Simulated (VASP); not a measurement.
# NbCd3 in VASP: further runs

Runs on NbCd3. Level: PBE. Tasks: single point.

Program: VASP 6.6.1. These are calculated values, not measurements. Logs are shortened: lines on timing, memory, paths and dates and some standing lists are left out, and cuts for length are marked.

### 1 The cell of the first run

Symmetry: Pm-3m, No. 221, cubic system. The conventional cell has a = 4.215 Å, b = 4.215 Å, c = 4.215 Å, α = 90.00°, β = 90.00°, γ = 90.00°. Within 3.9 Å of Nb (site symmetry m-3m) lie 12 Cd at 2.98 Å. Cd (site symmetry 4/mmm) has 4 Nb at 2.98 Å and 8 Cd at 2.98 Å within 3.9 Å.

### 2 Single point, PBE

Contents of INCAR:

```
SYSTEM = NbCd3
ALGO = Normal
EDIFF = 1E-6
ENCUT = 520
GGA = PE
ISIF = 2
ISMEAR = -1
LASPH = .TRUE.
LCHARG = .FALSE.
LREAL = .FALSE.
LWAVE = .FALSE.
NBANDS = 32
NELM = 100
PREC = Accurate
SIGMA = 0.1
```

Contents of KPOINTS:

```
k-points
0
G
  8 8 8
  0 0 0
```

Contents of POSCAR:

```
NbCd3
1.0
    4.2150000000      0.0000000000      0.0000000000
    0.0000000000      4.2150000000      0.0000000000
    0.0000000000      0.0000000000      4.2150000000
Nb Cd
1 3
Direct
    0.0000000000      0.0000000000      0.0000000000
    0.0000000000      0.5000000000      0.5000000000
    0.5000000000      0.0000000000      0.5000000000
    0.5000000000      0.5000000000      0.0000000000
```

Potentials or basis: VASP PAW PBE potentials, release 64 (Nb_sv, Cd).

The run is started by

```bash
cat potpaw_PBE.64/Nb_sv/POTCAR potpaw_PBE.64/Cd/POTCAR > POTCAR
mpirun -np 1 vasp_std > vasp.out
```

OUTCAR:

```text
SYSTEM = NbCd3
   EDIFF = 1E-6
   ENCUT = 520
   GGA = PE
   ISIF = 2
   ISMEAR = -1
   LASPH = .TRUE.
   LREAL = .FALSE.
   NELM = 100
   PREC = Accurate

 ion  position               nearest neighbor table
   1  0.000  0.000  0.000-   2 2.98   3 2.98   4 2.98   2 2.98   3 2.98   2 2.98   4 2.98   2 2.98
                             3 2.98   4 2.98   3 2.98   4 2.98
   2  0.000  0.500  0.500-   1 2.98   3 2.98   4 2.98   1 2.98   4 2.98   1 2.98   3 2.98   1 2.98
                             3 2.98   4 2.98   4 2.98   3 2.98
   3  0.500  0.000  0.500-   1 2.98   2 2.98   4 2.98   1 2.98   4 2.98   2 2.98   4 2.98   4 2.98
                             1 2.98   2 2.98   1 2.98   2 2.98
   4  0.500  0.500  0.000-   1 2.98   2 2.98   3 2.98   2 2.98   3 2.98   1 2.98   3 2.98   3 2.98
                             1 2.98   2 2.98   2 2.98   1 2.98

  LATTYP: Found a simple cubic cell.
 ALAT       =     4.2150000000

  Lattice vectors:

 A1 = (   4.2150000000,   0.0000000000,   0.0000000000)
 A2 = (   0.0000000000,   4.2150000000,   0.0000000000)
 A3 = (   0.0000000000,   0.0000000000,   4.2150000000)

Analysis of symmetry for initial positions (statically):
=====================================================================
 Subroutine PRICEL returns:
 Original cell was already a primitive cell.

 Routine SETGRP: Setting up the symmetry group for a
 simple cubic supercell.

 Subroutine GETGRP returns: Found 48 space group operations
 (whereof 48 operations were pure point group operations)
 out of a pool of 48 trial point group operations.

The static configuration has the point symmetry O_h .

Analysis of symmetry for dynamics (positions and initial velocities):
=====================================================================
 Subroutine PRICEL returns:
 Original cell was already a primitive cell.

 Routine SETGRP: Setting up the symmetry group for a
 simple cubic supercell.

 Subroutine GETGRP returns: Found 48 space group operations
 (whereof 48 operations were pure point group operations)
 out of a pool of 48 trial point group operations.

The dynamic configuration has the point symmetry O_h .

 Subroutine INISYM returns: Found 48 space group operations
 (whereof 48 operations are pure point group operations),
 and found     1 'primitive' translations

----------------------------------------------------------------------------------------

                                     Primitive cell

  volume of cell :      74.8846

  direct lattice vectors                    reciprocal lattice vectors
     4.215000000  0.000000000  0.000000000     0.237247924  0.000000000  0.000000000
     0.000000000  4.215000000  0.000000000     0.000000000  0.237247924  0.000000000
     0.000000000  0.000000000  4.215000000     0.000000000  0.000000000  0.237247924

  length of vectors
     4.215000000  4.215000000  4.215000000     0.237247924  0.237247924  0.237247924

  position of ions in fractional coordinates (direct lattice)
     0.000000000  0.000000000  0.000000000
     0.000000000  0.500000000  0.500000000
     0.500000000  0.000000000  0.500000000
     0.500000000  0.500000000  0.000000000

  ion indices of the primitive-cell ions
   primitive index   ion index
                 1           1
                 2           2
                 3           3
                 4           4

----------------------------------------------------------------------------------------

 KPOINTS: k-points

Automatic generation of k-mesh.
 Grid dimensions read from file:
 generate k-points for:    8    8    8

 Generating k-lattice:

  Cartesian coordinates                     Fractional coordinates (reciprocal lattice)
     0.029655991  0.000000000  0.000000000     0.125000000  0.000000000  0.000000000
     0.000000000  0.029655991  0.000000000     0.000000000  0.125000000  0.000000000
     0.000000000  0.000000000  0.029655991     0.000000000  0.000000000  0.125000000

  Length of vectors
     0.029655991  0.029655991  0.029655991

  Shift w.r.t. Gamma in fractional coordinates (k-lattice)
     0.000000000  0.000000000  0.000000000

 Subroutine IBZKPT returns following result:
 ===========================================

 Found     35 irreducible k-points:

 Following reciprocal coordinates:
            Coordinates               Weight
  0.000000  0.000000  0.000000      1.000000
  0.125000  0.000000  0.000000      6.000000
  0.250000  0.000000  0.000000      6.000000
  0.375000  0.000000  0.000000      6.000000
  0.500000  0.000000  0.000000      3.000000
  0.125000  0.125000  0.000000     12.000000
[... 16 lines left out ...]
  0.375000  0.375000  0.125000     24.000000
  0.500000  0.375000  0.125000     24.000000
 [... further k-points ...]
   k-points           NKPTS =     35   k-points in BZ     NKDIM =     35   number of bands    NBANDS=     32
   number of dos      NEDOS =    301   number of ions     NIONS =      4
   total plane-waves  NPLWV =  32768
   dimension x,y,z NGX =    32 NGY =   32 NGZ =   32
   dimension x,y,z NGXF=    64 NGYF=   64 NGZF=   64
   ions per type =               1   3
   NGX,Y,Z   is equivalent  to a cutoff of  12.62, 12.62, 12.62 a.u.
   NGXF,Y,Z  is equivalent  to a cutoff of  25.24, 25.24, 25.24 a.u.
 SYSTEM =  NbCd3
   PREC   = accura    normal or accurate (medium, high low for compatibility)
   ISTART =      0    job   : 0-new  1-cont  2-samecut
   ICHARG =      2    charge: 1-file 2-atom 10-const
   ISPIN  =      1    spin polarized calculation?
   LNONCOLLINEAR =      F non collinear calculations
   LSORBIT =      F    spin-orbit coupling
   LASPH  =      T    aspherical Exc in radial PAW
   ENCUT  =  520.0 eV  38.22 Ry    6.18 a.u.   7.84  7.84  7.84*2*pi/ulx,y,z
   NELM   =    100;   NELMIN=  2; NELMDL= -5     # of ELM steps
   EDIFF  = 0.1E-05   stopping-criterion for ELM
   LREAL  =      F    real-space projection
   EDIFFG = 0.1E-04   stopping-criterion for IOM
   NSW    =      0    number of steps for IOM
   IBRION =     -1    ionic relax: 0-MD 1-quasi-New 2-CG
   NFREE  =      0    steps in history (QN), initial steepest desc. (CG)
   ISIF   =      2    stress and relaxation
   ISYM   =      2    0-nonsym 1-usesym 2-fastsym
   POTIM  = 0.5000    time-step for ionic-motion
   TEBEG  =    0.0;   TEEND  =   0.0 temperature during run
   PSTRESS=    0.0 pullay stress
   NELECT =      49.0000    total number of electrons
   NUPDOWN=      -1.0000    fix difference up-down
   EMIN   =  10.00;   EMAX   =-10.00  energy-range for DOS
   EFERMI =   0.00;   METHOD = LEGACY
   ISMEAR =    -1;   SIGMA  =   0.10  broadening in eV -4-tet -1-fermi 0-gaus
   EFERMI_NEDOS =   21; number of points for ismear=-14 and -15
   IALGO  =     38    algorithm
   IMIX   =      4    mixing-type and parameters
     AMIX     =   0.40;   BMIX     =  1.00
     AMIX_MAG =   1.60;   BMIX_MAG =  1.00
  volume/ion in A,a.u.               =      18.72       126.34
  Fermi-wavevector in a.u.,A,eV,Ry     =   1.421268  2.685807 27.483802  2.020002
  Thomas-Fermi vector in A             =   2.542096
   LORBIT       =      0    0 simple, 1 ext, 2 COOP (PROOUT), +10 PAW based schemes
   GGA     = PE    functional components
   LHFCALC =     F    Hartree Fock is set to
   AEXX    =    0.0000 exact exchange contribution
   IVDW    =     0    specifies the selected vdW correction
   LEPSILON=     F    determine dielectric tensor
   LRPA    =     F    only Hartree local field effects (RPA)
 non-spin polarized calculation
  energy-cutoff  :      520.00
  volume of cell :       74.88
 maximum number of plane-waves:      2040
 NGX is ok and might be reduce to    32
   NGX = 15   NGY = 15   NGZ = 15

 number of electron      49.0000040 magnetization

 Free energy of the ion-electron system (eV)
  ---------------------------------------------------
  ext. energy  EPLUGINS =         0.00000000
  ---------------------------------------------------
  free energy    TOTEN  =       -11.78466478 eV

  energy without entropy =      -11.72792478  energy(sigma->0) =      -11.75629478

 E-fermi :   5.2756     XC(G=0): -11.9538

 val. band max:        5.2387034238   @ k =   0.3750   0.2500   0.1250
 cond. band min:       5.3356404051   @ k =   0.2500   0.2500   0.1250
 fundamental gap:      0.0969369814
 Fermi energy:         5.2756060016

 k-point     1 :       0.0000    0.0000    0.0000
  band No.  band energies     occupation
      1     -49.6075      2.00000
      2     -25.6759      2.00000
      3     -25.6759      2.00000
      4     -25.6759      2.00000
      5      -4.4673      2.00000
      6      -4.2333      2.00000
[... 24 lines left out ...]
     31      11.2426      0.00000
     32      12.9248      0.00000

 k-point     2 :       0.1250    0.0000    0.0000
  band No.  band energies     occupation
      1     -49.6074      2.00000
      2     -25.6793      2.00000
      3     -25.6761      2.00000
      4     -25.6761      2.00000
      5      -4.4102      2.00000
      6      -4.2114      2.00000
[... 24 lines left out ...]
     31      11.9568      0.00000
     32      13.0122      0.00000

 k-point     3 :       0.2500    0.0000    0.0000
  band No.  band energies     occupation
      1     -49.6071      2.00000
      2     -25.6876      2.00000
      3     -25.6764      2.00000
      4     -25.6764      2.00000
      5      -4.2570      2.00000
      6      -4.1536      2.00000
[... 24 lines left out ...]
     31      12.6274      0.00000
     32      12.6274      0.00000

 k-point     4 :       0.3750    0.0000    0.0000
  band No.  band energies     occupation
      1     -49.6069      2.00000
      2     -25.6958      2.00000
      3     -25.6768      2.00000
      4     -25.6768      2.00000
      5      -4.0864      2.00000
      6      -4.0666      2.00000
[... 654 lines left out ...]
     31      12.1676      0.00000
     32      13.4221      0.00000

 k-point    23 :       0.3750    0.3750    0.1250
  band No.  band energies     occupation
      1     -49.6063      2.00000
      2     -25.6932      2.00000
      3     -25.6919      2.00000
      4     -25.6797      2.00000
      5      -3.9569      2.00000
      6      -3.7991      2.00000
[... 24 lines left out ...]
     31      11.4814      0.00000
     32      12.5095      0.00000

 k-point    24 :       0.5000    0.3750    0.1250
  band No.  band energies     occupation
      1     -49.6062      2.00000
      2     -25.6952      2.00000
      3     -25.6921      2.00000
      4     -25.6797      2.00000
      5      -3.8805      2.00000
      6      -3.7968      2.00000
[... 24 lines left out ...]
     31      11.6660      0.00000
     32      13.1057      0.00000

 [... further k-points ...]

------------------------ aborting loop because EDIFF is reached ----------------------------------------

  FORCE on cell =-STRESS in cart. coord.  units (eV):
  Direction    XX          YY          ZZ          XY          YZ          ZX
  --------------------------------------------------------------------------------------
  -------------------------------------------------------------------------------------
  Total        3.6423135      3.6423135      3.6423135     -0.0000000     -0.0000000     -0.0000000
  in kB       77.9282935     77.9282935     77.9282935     -0.0000000     -0.0000000     -0.0000000
  external PRESSURE =      77.9282935 kB  Pullay stress =       0.0000000 kB

 VOLUME and BASIS-vectors are now :
 -----------------------------------------------------------------------------
  energy-cutoff  :      520.00
  volume of cell :       74.88
      direct lattice vectors                 reciprocal lattice vectors
     4.215000000  0.000000000  0.000000000     0.237247924  0.000000000  0.000000000
     0.000000000  4.215000000  0.000000000     0.000000000  0.237247924  0.000000000
     0.000000000  0.000000000  4.215000000     0.000000000  0.000000000  0.237247924

 POSITION                                       TOTAL-FORCE (eV/Angst)
 -----------------------------------------------------------------------------------
      0.00000      0.00000      0.00000         0.000000      0.000000      0.000000
      0.00000      2.10750      2.10750         0.000000      0.000000      0.000000
      2.10750      0.00000      2.10750         0.000000      0.000000      0.000000
      2.10750      2.10750      0.00000         0.000000      0.000000      0.000000
 -----------------------------------------------------------------------------------
    total drift:                                0.000000     -0.000000     -0.000000

  FREE ENERGIE OF THE ION-ELECTRON SYSTEM (eV)
  ---------------------------------------------------
  free  energy   TOTEN  =       -11.7846647778 eV

  energy  without entropy=      -11.7279247770  energy(sigma->0) =      -11.75629478
```

It took 96 s on 1 thread of Oxide Virtual Turin-like, shared host; peak memory 0.18 GiB.

Results:

| Property | Result |
| --- | --- |
| Free energy | -11.7847 eV |
| Pressure | 7.8 GPa |
| Band gap on the k mesh | zero (an odd number of electrons rules out a gap without spin polarisation) |

Caveat: the cell stands under pressure.

### 3 Single point, PBE

This run uses another cell than the first one, of 17.79 Å³/atom.

Contents of INCAR:

```
ALGO = Normal ; EDIFF = 1E-6
ENCUT = 520 ; GGA = PE
ISIF = 2 ; ISMEAR = -1
LASPH = True ; LCHARG = True
LELF = True ; LREAL = False
LVHAR = True ; LWAVE = False
NBANDS = 32 ; NELM = 100
PREC = Accurate ; SIGMA = 0.1
```

Contents of KPOINTS:

```
k-points
0
Gamma
  8 8 8
```

POSCAR, as its differences from that of step 2:

```diff
@@ -4,3 +4,3 @@
     0.0000000000      4.2150000000      0.0000000000
-    0.0000000000      0.0000000000      4.2150000000
+    0.0000000000      0.0000000000      4.0042500000
 Nb Cd
```

Potentials or basis: VASP PAW PBE potentials, release 64 (Nb_sv, Cd).

The run is started by

```bash
cat potpaw_PBE.64/Nb_sv/POTCAR potpaw_PBE.64/Cd/POTCAR > POTCAR
mpirun -np 1 vasp_std > vasp.out
```

Wall time 3.4 min (1 thread of Oxide Virtual Turin-like, shared host); peak memory 0.25 GiB.

Results (log left out):

```
Free energy            : -11.4854 eV
Pressure               : 15.5 GPa
Band gap on the k mesh : zero (an odd number of electrons rules out a gap without spin polarisation)
```

Stress tensor (GPa, compression positive):
```
14.16  0.00  0.00
 0.00 14.16  0.00
 0.00  0.00 18.25
```

Levels at points of the mesh, in eV from the Fermi level:
```csv
k point,band 22,band 23,band 24,band 25,band 26,band 27
"(0.00, 0.00, 0.00)",-0.75,-0.10,-0.10,0.73,1.25,1.45
"(0.50, 0.00, 0.00)",-1.08,-0.84,-0.75,0.92,1.36,3.59
"(0.50, 0.50, 0.00)",-3.43,-3.36,-0.25,-0.25,1.02,1.71
"(0.00, 0.00, 0.50)",-1.13,-1.13,-0.98,1.14,1.47,3.30
"(0.50, 0.00, 0.50)",-3.17,-3.04,-0.52,-0.34,1.27,2.20
"(0.50, 0.50, 0.50)",-2.50,-2.26,-1.36,-1.36,-1.15,1.58
```

Caveat: the cell stands under pressure.

(Part 1 of 2 ends here.)

The gap in the log of VASP goes by the Fermi energy; the results here count the filled bands.